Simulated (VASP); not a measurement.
# Ir (R-3m) in VASP: single point with PBEsol

Aim: the single point of Ir with PBEsol.

Everything below comes from runs of VASP 6.6.1. Logs are shortened: lines on timing, memory, paths and dates and some standing lists are left out, and cuts for length are marked.

**1. The cell of the first run**

Symmetry: R-3m, No. 166, trigonal system. Conventional cell: a = 6.996 Å, b = 6.996 Å, c = 16.557 Å, α = 90.00°, β = 90.00°, γ = 120.00°. Ir (site symmetry m) has 6 Ir at 2.35 to 2.60 Å within 3.1 Å. Within 3.3 Å of Ir (site symmetry m) lie 7 Ir at 2.48 to 2.74 Å.

**2. Single point, PBEsol**

INCAR

```
PREC = Accurate ; ENCUT = 520
EDIFF = 1E-6 ; ISMEAR = 0
SIGMA = 0.1 ; LREAL = F
LASPH = T ; NELM = 60
ALGO = Fast ; ISIF = 2
LWAVE = F ; LCHARG = F
GGA = PS ; NBANDS = 66
```

KPOINTS

```
regular mesh
0
Gamma
  9 9 9
```

POSCAR

```
Ir
1.0
    3.4980388884      2.0195936938      5.5191458048
   -3.4980388884      2.0195936938      5.5191458048
    0.0000000000     -4.0391873877      5.5191458048
Ir
12
Direct
    0.0125071300      0.6585918726      0.0125071300
    0.0125071300      0.0125071300      0.6585918726
    0.6585918726      0.0125071300      0.0125071300
    0.9874928700      0.3414081274      0.9874928700
    0.3414081274      0.9874928700      0.9874928700
    0.9874928700      0.9874928700      0.3414081274
    0.2407534540      0.5991680040      0.2407534540
    0.2407534540      0.2407534540      0.5991680040
    0.5991680040      0.2407534540      0.2407534540
    0.7592465460      0.4008319960      0.7592465460
    0.4008319960      0.7592465460      0.7592465460
    0.7592465460      0.7592465460      0.4008319960
```

Potentials or basis: VASP PAW PBE potentials, release 64 (Ir).

The run is started by

```
> cat potpaw_PBE.64/Ir/POTCAR > POTCAR
> mpirun -np 1 vasp_std > vasp.out
```

OUTCAR:

```text
PREC = Accurate
   ENCUT = 520
   EDIFF = 1E-6
   ISMEAR = 0
   LREAL = F
   LASPH = T
   NELM = 60
   ISIF = 2
   GGA = PS

 ion  position               nearest neighbor table
   1  0.013  0.659  0.013-   4 2.35   2 2.48   3 2.48   7 2.48  11 2.60  12 2.60
   2  0.013  0.013  0.659-   6 2.35   3 2.48   1 2.48   8 2.48  10 2.60  11 2.60
   3  0.659  0.013  0.013-   5 2.35   2 2.48   1 2.48   9 2.48  10 2.60  12 2.60
   4  0.987  0.341  0.987-   1 2.35   6 2.48   5 2.48  10 2.48   9 2.60   8 2.60
   5  0.341  0.987  0.987-   3 2.35   6 2.48   4 2.48  11 2.48   7 2.60   8 2.60
   6  0.987  0.987  0.341-   2 2.35   4 2.48   5 2.48  12 2.48   9 2.60   7 2.60
   7  0.241  0.599  0.241-   1 2.48   8 2.51   9 2.51   5 2.60   6 2.60  11 2.74  12 2.74
   8  0.241  0.241  0.599-   2 2.48   7 2.51   9 2.51   4 2.60   5 2.60  10 2.74  11 2.74
   9  0.599  0.241  0.241-   3 2.48   8 2.51   7 2.51   4 2.60   6 2.60  10 2.74  12 2.74
  10  0.759  0.401  0.759-   4 2.48  12 2.51  11 2.51   3 2.60   2 2.60   9 2.74   8 2.74
  11  0.401  0.759  0.759-   5 2.48  12 2.51  10 2.51   1 2.60   2 2.60   7 2.74   8 2.74
  12  0.759  0.759  0.401-   6 2.48  10 2.51  11 2.51   3 2.60   1 2.60   7 2.74   9 2.74

  LATTYP: Found a trigonal (rhomboedric) cell.
 ALAT       =     6.8392985874
 COS(alpha) =     0.4768139767

  Lattice vectors:

 A1 = (   3.4980388884,   2.0195936938,   5.5191458048)
 A2 = (  -3.4980388884,   2.0195936938,   5.5191458048)
 A3 = (   0.0000000000,  -4.0391873877,   5.5191458048)

Analysis of symmetry for initial positions (statically):
=====================================================================
 Subroutine PRICEL returns:
 Original cell was already a primitive cell.

 Routine SETGRP: Setting up the symmetry group for a
 trigonal (rhombohedral) supercell.

 Subroutine GETGRP returns: Found 12 space group operations
 (whereof 12 operations were pure point group operations)
 out of a pool of 12 trial point group operations.

The static configuration has the point symmetry D_3d.

Analysis of symmetry for dynamics (positions and initial velocities):
=====================================================================
 Subroutine PRICEL returns:
 Original cell was already a primitive cell.

 Routine SETGRP: Setting up the symmetry group for a
 trigonal (rhombohedral) supercell.

 Subroutine GETGRP returns: Found 12 space group operations
 (whereof 12 operations were pure point group operations)
 out of a pool of 12 trial point group operations.

The dynamic configuration has the point symmetry D_3d.

 Subroutine INISYM returns: Found 12 space group operations
 (whereof 12 operations are pure point group operations),
 and found     1 'primitive' translations

----------------------------------------------------------------------------------------

                                     Primitive cell

  volume of cell :     233.9439

  direct lattice vectors                    reciprocal lattice vectors
     3.498038888  2.019593694  5.519145805     0.142937233  0.082524850  0.060395819
    -3.498038888  2.019593694  5.519145805    -0.142937233  0.082524850  0.060395819
     0.000000000 -4.039187388  5.519145805     0.000000000 -0.165049700  0.060395819

  length of vectors
     6.839298587  6.839298587  6.839298587     0.175752833  0.175752833  0.175752833

  position of ions in fractional coordinates (direct lattice)
     0.012507130  0.658591873  0.012507130
     0.012507130  0.012507130  0.658591873
     0.658591873  0.012507130  0.012507130
     0.987492870  0.341408127  0.987492870
     0.341408127  0.987492870  0.987492870
     0.987492870  0.987492870  0.341408127
     0.240753454  0.599168004  0.240753454
     0.240753454  0.240753454  0.599168004
     0.599168004  0.240753454  0.240753454
     0.759246546  0.400831996  0.759246546
     0.400831996  0.759246546  0.759246546
     0.759246546  0.759246546  0.400831996

  ion indices of the primitive-cell ions
   primitive index   ion index
                 1           1
                 2           2
                 3           3
                 4           4
                 5           5
                 6           6
                 7           7
                 8           8
                 9           9
                10          10
                11          11
                12          12

----------------------------------------------------------------------------------------

 KPOINTS: regular mesh

Automatic generation of k-mesh.
 Grid dimensions read from file:
 generate k-points for:    9    9    9

 Generating k-lattice:

  Cartesian coordinates                     Fractional coordinates (reciprocal lattice)
     0.015881915  0.009169428  0.006710647     0.111111111  0.000000000 -0.000000000
    -0.015881915  0.009169428  0.006710647     0.000000000  0.111111111 -0.000000000
     0.000000000 -0.018338856  0.006710647     0.000000000  0.000000000  0.111111111

  Length of vectors
     0.019528093  0.019528093  0.019528093

  Shift w.r.t. Gamma in fractional coordinates (k-lattice)
     0.000000000  0.000000000  0.000000000

 Subroutine IBZKPT returns following result:
 ===========================================

 Found     85 irreducible k-points:

 Following reciprocal coordinates:
            Coordinates               Weight
  0.000000  0.000000  0.000000      1.000000
  0.111111  0.000000  0.000000      6.000000
  0.222222  0.000000  0.000000      6.000000
  0.333333  0.000000  0.000000      6.000000
  0.444444  0.000000  0.000000      6.000000
  0.111111  0.111111  0.000000      6.000000
[... 16 lines left out ...]
 -0.333333  0.333333  0.000000      6.000000
  0.444444  0.444444  0.000000      6.000000
 [... further k-points ...]
   k-points           NKPTS =     85   k-points in BZ     NKDIM =     85   number of bands    NBANDS=     66
   number of dos      NEDOS =    301   number of ions     NIONS =     12
   total plane-waves  NPLWV = 157464
   dimension x,y,z NGX =    54 NGY =   54 NGZ =   54
   dimension x,y,z NGXF=   108 NGYF=  108 NGZF=  108
   ions per type =              12
   NGX,Y,Z   is equivalent  to a cutoff of  13.13, 13.13, 13.13 a.u.
   NGXF,Y,Z  is equivalent  to a cutoff of  26.25, 26.25, 26.25 a.u.
 SYSTEM =  unknown system
   PREC   = accura    normal or accurate (medium, high low for compatibility)
   ISTART =      0    job   : 0-new  1-cont  2-samecut
   ICHARG =      2    charge: 1-file 2-atom 10-const
   ISPIN  =      1    spin polarized calculation?
   LNONCOLLINEAR =      F non collinear calculations
   LSORBIT =      F    spin-orbit coupling
   LASPH  =      T    aspherical Exc in radial PAW
   ENCUT  =  520.0 eV  38.22 Ry    6.18 a.u.  12.72 12.72 12.72*2*pi/ulx,y,z
   NELM   =     60;   NELMIN=  2; NELMDL= -5     # of ELM steps
   EDIFF  = 0.1E-05   stopping-criterion for ELM
   LREAL  =      F    real-space projection
   EDIFFG = 0.1E-04   stopping-criterion for IOM
   NSW    =      0    number of steps for IOM
   IBRION =     -1    ionic relax: 0-MD 1-quasi-New 2-CG
   NFREE  =      0    steps in history (QN), initial steepest desc. (CG)
   ISIF   =      2    stress and relaxation
   ISYM   =      2    0-nonsym 1-usesym 2-fastsym
   POTIM  = 0.5000    time-step for ionic-motion
   TEBEG  =    0.0;   TEEND  =   0.0 temperature during run
   PSTRESS=    0.0 pullay stress
   NELECT =     108.0000    total number of electrons
   NUPDOWN=      -1.0000    fix difference up-down
   EMIN   =  10.00;   EMAX   =-10.00  energy-range for DOS
   EFERMI =   0.00;   METHOD = LEGACY
   ISMEAR =     0;   SIGMA  =   0.10  broadening in eV -4-tet -1-fermi 0-gaus
   EFERMI_NEDOS =   21; number of points for ismear=-14 and -15
   IALGO  =     68    algorithm
   IMIX   =      4    mixing-type and parameters
     AMIX     =   0.40;   BMIX     =  1.00
     AMIX_MAG =   1.60;   BMIX_MAG =  1.00
  volume/ion in A,a.u.               =      19.50       131.56
  Fermi-wavevector in a.u.,A,eV,Ry     =   1.265257  2.390989 21.781239  1.600876
  Thomas-Fermi vector in A             =   2.398520
   LORBIT       =      0    0 simple, 1 ext, 2 COOP (PROOUT), +10 PAW based schemes
   GGA     = PS    functional components
   LHFCALC =     F    Hartree Fock is set to
   AEXX    =    0.0000 exact exchange contribution
   IVDW    =     0    specifies the selected vdW correction
   LEPSILON=     F    determine dielectric tensor
   LRPA    =     F    only Hartree local field effects (RPA)
 non-spin polarized calculation
 RMM-DIIS sequential band-by-band and
 Gauss-broadening in eV      SIGMA  =   0.10
  energy-cutoff  :      520.00
  volume of cell :      233.94
 maximum number of plane-waves:      6318
 NGX is ok and might be reduce to    54
   NGX = 25   NGY = 25   NGZ = 25

 number of electron     108.0000002 magnetization

 Free energy of the ion-electron system (eV)
  ---------------------------------------------------
  ext. energy  EPLUGINS =         0.00000000
  ---------------------------------------------------
  free energy    TOTEN  =      -106.24811609 eV

  energy without entropy =     -106.18359330  energy(sigma->0) =     -106.21585470

 E-fermi :   5.9111     XC(G=0): -11.8160

 val. band max:        5.9099202761   @ k =  -0.2222   0.3333   0.1111
 cond. band min:       5.9138235562   @ k =  -0.3333   0.3333   0.0000
 fundamental gap:      0.0039032801
 Fermi energy:         5.9110544919

 k-point     1 :       0.0000    0.0000    0.0000
  band No.  band energies     occupation
      1      -3.3714      2.00000
      2      -1.2213      2.00000
      3      -0.7246      2.00000
      4      -0.5974      2.00000
      5      -0.5974      2.00000
      6      -0.5842      2.00000
[... 58 lines left out ...]
     65       7.1054      0.00000
     66       7.5210      0.00000

 k-point     2 :       0.1111    0.0000    0.0000
  band No.  band energies     occupation
      1      -3.3045      2.00000
      2      -1.1725      2.00000
      3      -0.7451      2.00000
      4      -0.6953      2.00000
      5      -0.5825      2.00000
      6      -0.5793      2.00000
[... 1576 lines left out ...]
     65       7.2817      0.00000
     66       7.4365      0.00000

 [... further k-points ...]

------------------------ aborting loop because EDIFF is reached ----------------------------------------

  FORCE on cell =-STRESS in cart. coord.  units (eV):
  Direction    XX          YY          ZZ          XY          YZ          ZX
  --------------------------------------------------------------------------------------
  -------------------------------------------------------------------------------------
  Total        0.4908290      0.4908290      0.1347085      0.0000000     -0.0000000      0.0000000
  in kB        3.3614687      3.3614687      0.9225581      0.0000000     -0.0000000      0.0000000
  external PRESSURE =       2.5484985 kB  Pullay stress =       0.0000000 kB

 VOLUME and BASIS-vectors are now :
 -----------------------------------------------------------------------------
  energy-cutoff  :      520.00
  volume of cell :      233.94
      direct lattice vectors                 reciprocal lattice vectors
     3.498038888  2.019593694  5.519145805     0.142937233  0.082524850  0.060395819
    -3.498038888  2.019593694  5.519145805    -0.142937233  0.082524850  0.060395819
     0.000000000 -4.039187388  5.519145805     0.000000000 -0.165049700  0.060395819

 POSITION                                       TOTAL-FORCE (eV/Angst)
 -----------------------------------------------------------------------------------
     -2.26003      1.30483      3.77292         0.046199     -0.026673     -0.053786
      0.00000     -2.60966      3.77292        -0.000000      0.053346     -0.053786
      2.26003      1.30483      3.77292        -0.046199     -0.026673     -0.053786
      2.26003     -1.30483     12.78452        -0.046199      0.026673      0.053786
     -2.26003     -1.30483     12.78452         0.046199      0.026673      0.053786
      0.00000      2.60966     12.78452        -0.000000     -0.053346      0.053786
     -1.25375      0.72385      5.96440         0.018111     -0.010456     -0.000384
      0.00000     -1.44770      5.96440        -0.000000      0.020913     -0.000384
      1.25375      0.72385      5.96440        -0.018111     -0.010456     -0.000384
      1.25375     -0.72385     10.59304        -0.018111      0.010456      0.000384
     -1.25375     -0.72385     10.59304         0.018111      0.010456      0.000384
      0.00000      1.44770     10.59304        -0.000000     -0.020913      0.000384
 -----------------------------------------------------------------------------------
    total drift:                               -0.000000      0.000000      0.000000

  FREE ENERGIE OF THE ION-ELECTRON SYSTEM (eV)
  ---------------------------------------------------
  free  energy   TOTEN  =      -106.2481160865 eV

  energy  without entropy=     -106.1835933043  energy(sigma->0) =     -106.21585470
```

Run time: 68 min. Hardware: 1 thread of Oxide Virtual Turin-like, shared host; peak memory 0.95 GiB.

Results:

```
Free energy            : -106.2481 eV
Pressure               : 0.3 GPa
Largest force          : 0.076 eV/Å
Band gap on the k mesh : zero (bands 54 and 55 overlap by 0.60 eV)
```

Forces on the atoms (eV/Å):
```
Ir   0.046 -0.027 -0.054
Ir   0.000  0.053 -0.054
Ir  -0.046 -0.027 -0.054
Ir  -0.046  0.027  0.054
Ir   0.046  0.027  0.054
Ir   0.000 -0.053  0.054
Ir   0.018 -0.010  0.000
Ir   0.000  0.021  0.000
Ir  -0.018 -0.010  0.000
Ir  -0.018  0.010  0.000
Ir   0.018  0.010  0.000
Ir   0.000 -0.021  0.000
```

Caveat: the PAW data sets were made with another functional, which shifts forces and pressure a little; spin-orbit coupling is left out, which moves the levels of the heavy elements.
